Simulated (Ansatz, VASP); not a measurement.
## RbTi: VASP beside Ansatz

```
Rb Ti
1.0
     3.97949    0.00000    0.00000
     0.00000    3.97949    0.00000
     0.00000    0.00000    3.97949
Rb Ti
1 1
Direct
  0.00000 0.00000 0.00000
  0.50000 0.50000 0.50000
```

Change from the starting cell: volume scaled by 0.98, PAW files.

Alike in both runs: task electric field gradients; functional PBEsol; k mesh 10 × 10 × 10; occupations fermi-dirac, width 0.03 eV; no spin polarisation.

|  | VASP | Ansatz |
| --- | --- | --- |
| version | VASP 6.6.1 | Ansatz 0.2.0 |
| potentials or method | VASP PAW PBE potentials, release 64 (Rb_sv, Ti_sv) | PAW with Ansatz's default frozen-core files, scalar-relativistic |
| plane-wave cutoff (eV) | 520 | 420 |
| valence electrons in the cell | 21 | 21 |

|  | VASP | Ansatz | Ansatz less VASP |
| --- | --- | --- | --- |
| pressure (GPa) | 0.4 | 0.4 | -0.04 |

VASP's potentials were made for PBE, not for PBEsol.
